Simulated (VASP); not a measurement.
Set up this calculation in VASP 6.6.1, as the native input.

```
Task                   : single point
Functional             : r2SCAN
Potentials or basis    : VASP PAW PBE potentials, release 64 (Ga_d, N)
Cutoff                 : 520 eV
k mesh                 : 10 × 10 × 10
Occupations            : gaussian, width 0.01 eV
Spin                   : no spin polarisation
Dipole correction      : no
Further INCAR settings : ALGO = Normal; EDIFF = 1e-06; NBANDS = 16
```

GaN:

```xyz
2
Lattice="0.0000 2.2489 2.2489 2.2489 0.0000 2.2489 2.2489 2.2489 0.0000" Properties=species:S:1:pos:R:3 pbc="T T T"
Ga    0.0000    0.0000    0.0000
N     1.1245    1.1245    1.1245
```

The input as run:

POSCAR

```
GaN
1.0
    0.0000000000      2.2489418147      2.2489418147
    2.2489418147      0.0000000000      2.2489418147
    2.2489418147      2.2489418147      0.0000000000
Ga N
1 1
Direct
    0.0000000000      0.0000000000      0.0000000000
    0.2500000000      0.2500000000      0.2500000000
```

INCAR.step1

```
SYSTEM = GaN
ALGO = Normal
EDIFF = 1E-4
ENCUT = 520
GGA = PE
ISMEAR = 0
LASPH = .TRUE.
LCHARG = .FALSE.
LREAL = .FALSE.
LWAVE = .TRUE.
NBANDS = 16
NELM = 100
PREC = Accurate
SIGMA = 0.01
```

INCAR.step2

```
SYSTEM = GaN
ALGO = Normal
EDIFF = 1E-6
ENCUT = 520
ISIF = 2
ISMEAR = 0
ISTART = 1
LASPH = .TRUE.
LCHARG = .FALSE.
LMIXTAU = .TRUE.
LREAL = .FALSE.
LWAVE = .FALSE.
METAGGA = R2SCAN
NBANDS = 16
NELM = 100
PREC = Accurate
SIGMA = 0.01
```

KPOINTS

```
k-points
0
G
  10 10 10
  0 0 0
```

Potentials or basis: VASP PAW PBE potentials, release 64 (Ga_d, N).

Launch:

```bash
$ cat potpaw_PBE.64/Ga_d/POTCAR potpaw_PBE.64/N/POTCAR > POTCAR
$ cp INCAR.step1 INCAR
$ mpirun -np 1 vasp_std > vasp.out
$ cp INCAR.step2 INCAR
$ mpirun -np 1 vasp_std > vasp.out
```

Results of the run:

The pressure is 1.1 GPa and the band gap on the k mesh is 2.16 eV, direct.

Caveat: the PAW data sets were made with another functional, which shifts forces and pressure a little.

It took 68 s on 1 thread of AMD EPYC 7R43 64-Core Processor (Zen 3) (shared host), peak memory 0.12 GiB.
